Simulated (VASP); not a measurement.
# Cd (Fm-3m) in VASP: a series of runs

Runs on Cd. Level: LDA. Tasks: relaxation of cell and atoms.

Program: VASP 6.6.1. These are calculated values, not measurements. Logs are shortened: lines on timing, memory, paths and dates and some standing lists are left out, and cuts for length are marked.

## Step 1: The cell of the first run

Symmetry: Fm-3m, No. 225, cubic system. Conventional cell: a = 4.420 Å, b = 4.420 Å, c = 4.420 Å, α = 90.00°, β = 90.00°, γ = 90.00°. Within 4.1 Å of Cd (site symmetry m-3m) lie 12 Cd at 3.13 Å.

This isn't the form of Cd at room conditions, which is hcp.

## Step 2: Relaxation of cell and atoms, LDA, target pressure 5 GPa, at which the enthalpy is minimised

Contents of INCAR:

```
ALGO = Normal
EDIFF = 1E-7
EDIFFG = -0.02
ENCUT = 500
GGA_COMPAT = F
IBRION = 2
ISIF = 3
ISMEAR = 0
LASPH = T
LCHARG = F
LREAL = F
LWAVE = F
NELM = 120
NELMIN = 4
NSW = 60
PREC = Accurate
PSTRESS = 50.0
SIGMA = 0.05
```

Contents of KPOINTS:

```
k-points
0
Gamma
  18 18 18
```

Contents of POSCAR:

```
Cd
1.0
    0.0000000000      2.2100000000      2.2100000000
    2.2100000000      0.0000000000      2.2100000000
    2.2100000000      2.2100000000      0.0000000000
Cd
1
Direct
    0.0000000000      0.0000000000      0.0000000000
```

Potentials or basis: VASP PAW LDA potentials, release 64 (Cd).

Run with:

```console
> cat potpaw_LDA.64/Cd/POTCAR > POTCAR
> mpirun -np 1 vasp_std > vasp.out
```

OUTCAR:

```text
EDIFF = 1E-7
   EDIFFG = -0.02
   ENCUT = 500
   IBRION = 2
   ISIF = 3
   ISMEAR = 0
   LASPH = T
   LREAL = F
   NELM = 120
   NELMIN = 4
   NSW = 60
   PREC = Accurate
   PSTRESS = 50.0

 ion  position               nearest neighbor table
   1  0.000  0.000  0.000-

  LATTYP: Found a face centered cubic cell.
 ALAT       =     4.4200000000

  Lattice vectors:

 A1 = (   0.0000000000,   2.2100000000,   2.2100000000)
 A2 = (   2.2100000000,   0.0000000000,   2.2100000000)
 A3 = (   2.2100000000,   2.2100000000,   0.0000000000)

Analysis of symmetry for initial positions (statically):
=====================================================================
 Subroutine PRICEL returns:
 Original cell was already a primitive cell.

 Routine SETGRP: Setting up the symmetry group for a
 face centered cubic supercell.

 Subroutine GETGRP returns: Found 48 space group operations
 (whereof 48 operations were pure point group operations)
 out of a pool of 48 trial point group operations.

The static configuration has the point symmetry O_h .

Analysis of symmetry for dynamics (positions and initial velocities):
=====================================================================
 Subroutine PRICEL returns:
 Original cell was already a primitive cell.

 Routine SETGRP: Setting up the symmetry group for a
 face centered cubic supercell.

 Subroutine GETGRP returns: Found 48 space group operations
 (whereof 48 operations were pure point group operations)
 out of a pool of 48 trial point group operations.

The dynamic configuration has the point symmetry O_h .

 Subroutine INISYM returns: Found 48 space group operations
 (whereof 48 operations are pure point group operations),
 and found     1 'primitive' translations

----------------------------------------------------------------------------------------

                                     Primitive cell

  volume of cell :      21.5877

  direct lattice vectors                    reciprocal lattice vectors
     0.000000000  2.210000000  2.210000000    -0.226244344  0.226244344  0.226244344
     2.210000000  0.000000000  2.210000000     0.226244344 -0.226244344  0.226244344
     2.210000000  2.210000000  0.000000000     0.226244344  0.226244344 -0.226244344

  length of vectors
     3.125411973  3.125411973  3.125411973     0.391866699  0.391866699  0.391866699

  position of ions in fractional coordinates (direct lattice)
     0.000000000  0.000000000  0.000000000

  ion indices of the primitive-cell ions
   primitive index   ion index
                 1           1

----------------------------------------------------------------------------------------

 KPOINTS: k-points

Automatic generation of k-mesh.
 Grid dimensions read from file:
 generate k-points for:   18   18   18

 Generating k-lattice:

  Cartesian coordinates                     Fractional coordinates (reciprocal lattice)
    -0.012569130  0.012569130  0.012569130     0.055555556  0.000000000  0.000000000
     0.012569130 -0.012569130  0.012569130     0.000000000  0.055555556  0.000000000
     0.012569130  0.012569130 -0.012569130     0.000000000  0.000000000  0.055555556

  Length of vectors
     0.021770372  0.021770372  0.021770372

  Shift w.r.t. Gamma in fractional coordinates (k-lattice)
     0.000000000  0.000000000  0.000000000

 Subroutine IBZKPT returns following result:
 ===========================================

 Found    195 irreducible k-points:

 Following reciprocal coordinates:
            Coordinates               Weight
  0.000000  0.000000  0.000000      1.000000
  0.055556  0.000000  0.000000      8.000000
  0.111111  0.000000  0.000000      8.000000
  0.166667  0.000000  0.000000      8.000000
  0.222222  0.000000  0.000000      8.000000
  0.277778  0.000000  0.000000      8.000000
[... 16 lines left out ...]
 -0.277778  0.055556  0.000000     24.000000
 -0.222222  0.055556  0.000000     24.000000
 [... further k-points ...]
   k-points           NKPTS =    195   k-points in BZ     NKDIM =    195   number of bands    NBANDS=     10
   number of dos      NEDOS =    301   number of ions     NIONS =      1
   total plane-waves  NPLWV =  13824
   dimension x,y,z NGX =    24 NGY =   24 NGZ =   24
   dimension x,y,z NGXF=    48 NGYF=   48 NGZF=   48
   ions per type =               1
   NGX,Y,Z   is equivalent  to a cutoff of  12.77, 12.77, 12.77 a.u.
   NGXF,Y,Z  is equivalent  to a cutoff of  25.53, 25.53, 25.53 a.u.
 SYSTEM =  unknown system
   PREC   = accura    normal or accurate (medium, high low for compatibility)
   ISTART =      0    job   : 0-new  1-cont  2-samecut
   ICHARG =      2    charge: 1-file 2-atom 10-const
   ISPIN  =      1    spin polarized calculation?
   LNONCOLLINEAR =      F non collinear calculations
   LSORBIT =      F    spin-orbit coupling
   LASPH  =      T    aspherical Exc in radial PAW
   ENCUT  =  500.0 eV  36.75 Ry    6.06 a.u.   5.70  5.70  5.70*2*pi/ulx,y,z
   NELM   =    120;   NELMIN=  4; NELMDL= -5     # of ELM steps
   EDIFF  = 0.1E-06   stopping-criterion for ELM
   LREAL  =      F    real-space projection
   EDIFFG = -.2E-01   stopping-criterion for IOM
   NSW    =     60    number of steps for IOM
   IBRION =      2    ionic relax: 0-MD 1-quasi-New 2-CG
   NFREE  =      1    steps in history (QN), initial steepest desc. (CG)
   ISIF   =      3    stress and relaxation
   ISYM   =      2    0-nonsym 1-usesym 2-fastsym
   POTIM  = 0.5000    time-step for ionic-motion
   TEBEG  =    0.0;   TEEND  =   0.0 temperature during run
   PSTRESS=   50.0 pullay stress
   NELECT =      12.0000    total number of electrons
   NUPDOWN=      -1.0000    fix difference up-down
   EMIN   =  10.00;   EMAX   =-10.00  energy-range for DOS
   EFERMI =   0.00;   METHOD = LEGACY
   ISMEAR =     0;   SIGMA  =   0.05  broadening in eV -4-tet -1-fermi 0-gaus
   EFERMI_NEDOS =   21; number of points for ismear=-14 and -15
   IALGO  =     38    algorithm
   IMIX   =      4    mixing-type and parameters
     AMIX     =   0.40;   BMIX     =  1.00
     AMIX_MAG =   1.60;   BMIX_MAG =  1.00
  volume/ion in A,a.u.               =      21.59       145.68
  Fermi-wavevector in a.u.,A,eV,Ry     =   1.346066  2.543696 24.652305  1.811893
  Thomas-Fermi vector in A             =   2.473928
   LORBIT       =      0    0 simple, 1 ext, 2 COOP (PROOUT), +10 PAW based schemes
   GGA     = CA    functional components
   LHFCALC =     F    Hartree Fock is set to
   AEXX    =    0.0000 exact exchange contribution
   IVDW    =     0    specifies the selected vdW correction
   LEPSILON=     F    determine dielectric tensor
   LRPA    =     F    only Hartree local field effects (RPA)
 conjugate gradient relaxation of ions
 non-spin polarized calculation
 Gauss-broadening in eV      SIGMA  =   0.05
  energy-cutoff  :      500.00
  volume of cell :       21.59
 maximum number of plane-waves:       568
   NGX = 11   NGY = 11   NGZ = 11

--------------------------------------- Ionic step        1  -------------------------------------------

 number of electron      12.0000005 magnetization

 Free energy of the ion-electron system (eV)
  ---------------------------------------------------
  ext. energy  EPLUGINS =         0.00000000
  ---------------------------------------------------
  free energy    TOTEN  =        -1.48439661 eV

  energy without entropy =       -1.48404243  energy(sigma->0) =       -1.48421952

------------------------ aborting loop because EDIFF is reached ----------------------------------------

  FORCE on cell =-STRESS in cart. coord.  units (eV):
  Direction    XX          YY          ZZ          XY          YZ          ZX
  --------------------------------------------------------------------------------------
  -------------------------------------------------------------------------------------
  Total       -0.5338497     -0.5338497     -0.5338497      0.0000000      0.0000000     -0.0000000
  in kB      -39.6207537    -39.6207537    -39.6207537      0.0000000      0.0000000     -0.0000000
  external PRESSURE =     -89.6207537 kB  Pullay stress =      50.0000000 kB
[... 59 lines left out ...]
  enthalpy is  TOTEN    =        -0.8818074265 eV   P V=        0.5626854509

--------------------------------------- Ionic step        3  -------------------------------------------

 number of electron      12.0000003 magnetization

 Free energy of the ion-electron system (eV)
  ---------------------------------------------------
  ext. energy  EPLUGINS =         0.00000000
  ---------------------------------------------------
  free energy    TOTEN  =        -1.48698336 eV

  energy without entropy =       -1.48675357  energy(sigma->0) =       -1.48686847

 E-fermi :   3.6740     XC(G=0): -12.0978

 val. band max:        3.6173627699   @ k =  -0.4444   0.2222   0.0000
 cond. band min:       3.6926977944   @ k =   0.4444   0.0000   0.0000
 fundamental gap:      0.0753350245
 Fermi energy:         3.6740481866

 k-point     1 :       0.0000    0.0000    0.0000
  band No.  band energies     occupation
      1      -6.2284      2.00000
      2      -5.8006      2.00000
      3      -5.8006      2.00000
      4      -5.8006      2.00000
      5      -5.1747      2.00000
      6      -5.1747      2.00000
      7      18.1813      0.00000
      8      20.0098      0.00000
      9      20.0098      0.00000
     10      20.0098      0.00000
[... 287 lines left out ...]
 k-point    24 :      -0.2222    0.0556    0.0000
  band No.  band energies     occupation
      1      -6.1631      2.00000
      2      -5.6751      2.00000
      3      -5.6407      2.00000
      4      -5.1800      2.00000
      5      -5.1095      2.00000
      6      -4.1642      2.00000
      7      11.0818      0.00000
      8      16.5375      0.00000
      9      19.0986      0.00000
     10      20.0256      0.00000

 [... further k-points ...]

------------------------ aborting loop because EDIFF is reached ----------------------------------------

  FORCE on cell =-STRESS in cart. coord.  units (eV):
  Direction    XX          YY          ZZ          XY          YZ          ZX
  --------------------------------------------------------------------------------------
  -------------------------------------------------------------------------------------
  Total        0.5921447      0.5921447      0.5921447     -0.0000000     -0.0000000      0.0000000
  in kB       50.1113711     50.1113711     50.1113711     -0.0000000     -0.0000000      0.0000000
  external PRESSURE =       0.1113711 kB  Pullay stress =      50.0000000 kB
[... 16 lines left out ...]
  FREE ENERGIE OF THE ION-ELECTRON SYSTEM (eV)
  ---------------------------------------------------
  free  energy   TOTEN  =        -1.4869833627 eV

  energy  without entropy=       -1.4867535732  energy(sigma->0) =       -1.48686847

  enthalpy is  TOTEN    =        -0.8961547345 eV   P V=        0.5908286282

 reached required accuracy - stopping structural energy minimisation
```

Run time: 23 s. Hardware: 1 thread of Intel Xeon 6975P-C (Granite Rapids), shared host; peak memory 0.16 GiB.

What came out:

| Property | Result |
| --- | --- |
| Free energy | -1.4870 eV |
| Relaxed volume | 18.93 Å³/atom |
| Relaxed cell | a = 2.992 Å, b = 2.992 Å, c = 2.992 Å, α = 60.00°, β = 60.00°, γ = 60.00° |
| Space group after relaxing (to 0.1 Å) | Fm-3m (No. 225) |
| Energy change on relaxing (the run minimises the enthalpy) | -2.6 meV/atom |
| Ionic steps | 3 |
| Pressure after relaxing | 5.0 GPa |
| Band gap on the k mesh | zero (bands 6 and 7 overlap by 2.66 eV) |

Step by step:
| step | energy change (eV) | largest force (eV/Å) | pressure (GPa) | volume (Å³) |
| --- | --- | --- | --- | --- |
| 1 | 0.0000 | 0.0000 | -3.96 | 21.59 |
| 2 | 0.0399 | 0.0000 | 10.32 | 18.03 |
| 3 | -0.0026 | 0.0000 | 5.01 | 18.93 |

Final structure:
```
Cd
1.0
     0.00000    2.11539    2.11539
     2.11539    0.00000    2.11539
     2.11539    2.11539    0.00000
Cd
1
Direct
  0.00000 0.00000 0.00000
```

Caveat: the cell is relaxed towards a set pressure, so the run minimises the enthalpy, not the energy.

(Continued in part 2 of 2.)
